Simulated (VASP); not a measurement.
The system is PCS4.

```
P C S
1.0
    -3.03928    3.03928    3.67052
     3.03928   -3.03928    3.67052
     3.03928    3.03928   -3.67052
P C S
1 1 4
Direct
  0.00000 0.00000 0.00000
  0.50000 0.50000 0.00000
  0.50000 0.50000 0.50000
  0.00000 0.00000 0.50000
  0.50000 0.00000 0.00000
  0.00000 0.50000 0.00000
```

The cell was generated, and may not be a known phase.

| Item | Value |
| --- | --- |
| Program | VASP 6.6.1 |
| Task | relaxation of cell and atoms |
| Functional | PBE |
| Dispersion | D3(BJ) |
| Potentials or basis | VASP PAW PBE potentials, release 64 (P, C, S) |
| Cutoff | 600 eV |
| k mesh | 4 × 4 × 4 |
| Occupations | gaussian, width 0.1 eV |
| Spin | no spin polarisation |

At the start: pressure -14.7 GPa; volume 22.60 Å³/atom.

Problem. Where does the relaxation end?

Solution. Over 8 steps the energy falls by 465.1 meV/atom and the volume is 15.20 Å³/atom (-32.8 %); space group I4/mmm (No. 139, to 0.1 Å) before and after.

Step by step:
```tsv
step	energy change (eV)	largest force (eV/Å)	pressure (GPa)	volume (Å³)
1	0.0000	0.0000	-14.69	135.62
2	-2.6448	0.0000	-5.30	98.88
3	-2.7574	0.0000	0.17	92.41
4	-2.7568	0.0000	-0.58	93.17
5	-2.7756	0.0000	-0.51	92.89
6	-2.7874	0.0000	-0.58	92.52
7	-2.7884	0.0000	-0.67	92.38
8	-2.7906	0.0000	0.10	91.17
```

Final structure:
```cif
data_structure
_symmetry_space_group_name_H-M 'P 1'
_symmetry_Int_Tables_number 1
_cell_length_a 4.9390
_cell_length_b 4.9390
_cell_length_c 4.9390
_cell_angle_alpha 113.992
_cell_angle_beta 113.992
_cell_angle_gamma 100.765
_cell_volume 91.17
loop_
_atom_site_label
_atom_site_type_symbol
_atom_site_fract_x
_atom_site_fract_y
_atom_site_fract_z
_atom_site_occupancy
P1 P 0.00000 0.00000 0.00000 1
C1 C 0.50000 0.50000 0.00000 1
S1 S 0.50000 0.50000 0.50000 1
S2 S 0.00000 0.00000 0.50000 1
S3 S 0.50000 0.00000 0.00000 1
S4 S 0.00000 0.50000 0.00000 1
```

Caveat: the volume moved by over 15 % at a fixed basis, so the end points are rough; an odd number of electrons without spin polarisation forces a metal; a magnetic or distorted state may lie lower.
